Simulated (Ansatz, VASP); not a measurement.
**One calculation of MnSb, two programs**

The input INCAR:

```
SYSTEM = MnSb
  ALGO = Normal
  EDIFF = 1E-8
  ENCUT = 520
  ISIF = 2
  ISMEAR = -1
  ISPIN = 2
  LASPH = .True.
  LCHARG = .False.
  LEFG = .True.
  LMAXMIX = 4
  LORBIT = 11
  LREAL = .False.
  LWAVE = .False.
  MAGMOM = 4 0
  NBANDS = 20
  NELM = 150
  PREC = Accurate
  SIGMA = 0.03
```

File KPOINTS:

```
k-points
0
Gamma
  11 11 11
  0 0 0
```

Contents of POSCAR:

```
MnSb
1.0
    0.0000000000      2.7858175484      2.7858175484
    2.7858175484      0.0000000000      2.7858175484
    2.7858175484      2.7858175484      0.0000000000
Mn Sb
1 1
Direct
    0.0000000000      0.0000000000      0.0000000000
    0.5000000000      0.5000000000      0.5000000000
```

Input for Ansatz:

```yaml
crystal:
  lattice:
    - [0.0, 2.7858175484, 2.7858175484]
    - [2.7858175484, 0.0, 2.7858175484]
    - [2.7858175484, 2.7858175484, 0.0]
  atoms:
    - { symbol: Mn, position: [0.0, 0.0, 0.0], spin: 4.0 }
    - { symbol: Sb, position: [0.5, 0.5, 0.5] }
magnetization:
  spin_polarized: true
kpoints:
  mp_grid: { grid: [11, 11, 11] }
  band_path:
    path:
      - [0.0, 0.0, 0.0]
      - [0.5, 0.0, 0.5]
      - [0.625, 0.25, 0.625]
      - [0.375, 0.375, 0.75]
      - [0.0, 0.0, 0.0]
      - [0.5, 0.5, 0.5]
      - [0.5, 0.25, 0.75]
      - [0.5, 0.0, 0.5]
    npoints: 5
scf:
  occupations: { method: fermi_dirac, width: 0.03 }
hamiltonian:
  xc: lda
  pseudopotentials: { kind: paw }
output:
  forces: true
  stress: true
  eigenvalues: true
  efg: { contact_densities: true }
```

Alike in both runs: task electric field gradients; functional LDA; k mesh 11 × 11 × 11; occupations fermi-dirac, width 0.03 eV; collinear spin.

```csv
,VASP,Ansatz
version,VASP 6.6.1,Ansatz 0.2.0
potentials or method,"VASP PAW LDA potentials, release 64 (Mn_pv, Sb)","PAW with Ansatz's default frozen-core files, scalar-relativistic"
plane-wave cutoff (eV),520,420
valence electrons in the cell,18,30
```

|  | VASP | Ansatz | Ansatz less VASP |
| --- | --- | --- | --- |
| pressure (GPa) | -7.3 | -7.0 | +0.31 |
| net moment per atom (μB) | 1.85 | 1.87 | +0.018 |
| size of the moment on the site where the two differ most (μB) | 3.57 | 3.66 | +0.086 |

LDA's correlation is that of Perdew and Zunger in VASP and of Perdew and Wang (1992) in Ansatz. Site moments also hang on the region over which each program counts them. VASP's potentials hold 18 valence electrons a cell and Ansatz's 30, so a difference there can come from the potentials and not from the codes.

Neither program's run includes spin-orbit coupling.
